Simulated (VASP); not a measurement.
A run of VASP 6.6.1 is set up as follows.

INCAR

```
SYSTEM = TaF3
ALGO     = Normal         ! electronic algorithm
EDIFF    = 1E-6           ! SCF threshold, eV
ENCUT    = 520            ! plane-wave cutoff, eV
GGA      = PE             ! functional
ISIF     = 2              ! what is computed and relaxed
ISMEAR   = 0              ! smearing method
LASPH    = .True.         ! aspherical terms in the spheres
LCHARG   = .True.         ! write CHGCAR
LELF     = .True.         ! ELF
LREAL    = .False.        ! projectors in reciprocal space
LVHAR    = .True.       
LWAVE    = .False.        ! write WAVECAR
NBANDS   = 24             ! bands
NELM     = 80             ! most SCF steps
PREC     = Accurate       ! precision mode
SIGMA    = 0.15           ! smearing width, eV
```

Contents of KPOINTS:

```
k-points
0
Gamma
  12 12 12
  0 0 0
```

The input POSCAR:

```
TaF3
1.0
    4.0182360000      0.0000000000      0.0000000000
    0.0000000000      4.0182360000      0.0000000000
    0.0000000000      0.0000000000      3.9012000000
Ta F
1 3
Direct
    0.0000000000      0.0000000000      0.0000000000
    0.5000000000      0.0000000000      0.0000000000
    0.0000000000      0.5000000000      0.0000000000
    0.0000000000      0.0000000000      0.5000000000
```

Potentials or basis: VASP PAW PBE potentials, release 64 (Ta_pv, F).

Command:

```bash
$ cat potpaw_PBE.64/Ta_pv/POTCAR potpaw_PBE.64/F/POTCAR > POTCAR
$ mpirun -np 1 vasp_std > vasp.out
```

**Question.** What does it give for the band gap on the k mesh?

**Answer.** Zero (bands 16 and 17 overlap by 2.60 eV).

**Question.** Estimate the pressure.

**Answer.** 15.0 GPa.

Stress tensor (GPa, compression positive):
```
11.29  0.00  0.00
 0.00 11.29  0.00
 0.00  0.00 22.39
```

Caveat: the cell differs from its parent crystal (strain +0.030 along x and y, +0.000 along z); the stress differs along the axes, from 11 to 22 GPa; spin-orbit coupling is left out, which moves the levels of the heavy elements.
